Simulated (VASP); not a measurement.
Runs of VASP 6.6.1 on BP. The structure is that of space group P6_3/mmc (No. 194), or close to it. The cells are those of the table. 

```csv
task,level,cell,k mesh,cutoff (eV),gap on the mesh (eV),pressure (GPa),relaxed volume (Å³/atom)
single point,PBEsol,"a = 3.050, b = 3.050, c = 5.002 Å, angles 90.0, 90.0, 120.0°, 4 atoms",9 × 9 × 4,520,none,0.2,-
relaxation of cell and atoms,r2SCAN+rVV10,"relaxed from a = 3.050, b = 3.050, c = 5.002 Å, angles 90.0, 90.0, 120.0°, 4 atoms",12 × 12 × 6,600,none,-0.1,10.27
single point,r2SCAN+rVV10,"a = 3.063, b = 3.063, c = 5.065 Å, angles 90.0, 90.0, 120.0°, 4 atoms",12 × 12 × 6,520,none,-0.3,-
relaxation of cell and atoms,PBEsol,"relaxed from a = 2.861, b = 2.861, c = 4.664 Å, angles 90.0, 90.0, 120.0°, 4 atoms",9 × 9 × 4,600,none,0.1,(a)
```

Alike in all rows: potentials or basis VASP PAW PBE potentials, release 64 (B, P); no spin polarisation; smearing fermi-dirac 0.03 eV.

Q: Estimate the missing entries.

A: (a) 10.07.

Caveats: the PAW data sets were made with another functional, which shifts forces and pressure a little; the volume moved by over 15 % at a fixed basis, so the end points are rough (at least some runs).

A gap of «none» marks levels without a gap at the run's occupations.
